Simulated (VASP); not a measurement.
Runs of VASP 6.6.1 on MgS. The structure is that of space group P6_3mc (No. 186), or close to it. The cells are those of the table. 

| task | level | potentials or basis | cell | k mesh | cutoff (eV) | smearing | gap on the mesh (eV) | pressure (GPa) | relaxed volume (Å³/atom) |
| --- | --- | --- | --- | --- | --- | --- | --- | --- | --- |
| single point | PBE | VASP PAW PBE potentials, release 64 (Mg, S) | a = 4.029, b = 4.029, c = 6.454 Å, angles 90.0, 90.0, 120.0°, 4 atoms | 12 × 12 × 4 | 520 | fermi-dirac 0.02 eV | 3.46 | 0.9 | - |
| single point | r2SCAN | VASP PAW PBE potentials, release 64 (Mg, S) | a = 4.029, b = 4.029, c = 6.454 Å, angles 90.0, 90.0, 120.0°, 4 atoms | 12 × 12 × 4 | 520 | gaussian 0.01 eV | 4.13 | -0.3 | - |
| single point | r2SCAN | VASP PAW PBE potentials, release 64 (Mg, S) | a = 4.029, b = 4.029, c = 6.454 Å, angles 90.0, 90.0, 120.0°, 4 atoms | 6 × 6 × 4 | 520 | fermi-dirac 0.02 eV | 4.13 | -0.3 | - |
| relaxation of cell and atoms | LDA | VASP PAW LDA potentials, release 64 (Mg, S) | relaxed from a = 4.055, b = 4.055, c = 6.491 Å, angles 90.0, 90.0, 120.0°, 4 atoms | 6 × 6 × 4 | 600 | fermi-dirac 0.02 eV | 3.39 | 0.0 | 21.76 |
| relaxation of cell and atoms | PBE | VASP PAW PBE potentials, release 64 (Mg, S) | relaxed from a = 4.035, b = 4.035, c = 6.432 Å, angles 90.0, 90.0, 120.0°, 4 atoms | 6 × 6 × 4 | 600 | fermi-dirac 0.02 eV | (b) | 0.0 | (a) |

Alike in all rows: no spin polarisation.

Q: Estimate the missing entries.

A: (a) 23.05; (b) 3.38.

Caveats: the PAW data sets were made with another functional, which shifts forces and pressure a little (some runs).

A k mesh can miss the band edges.
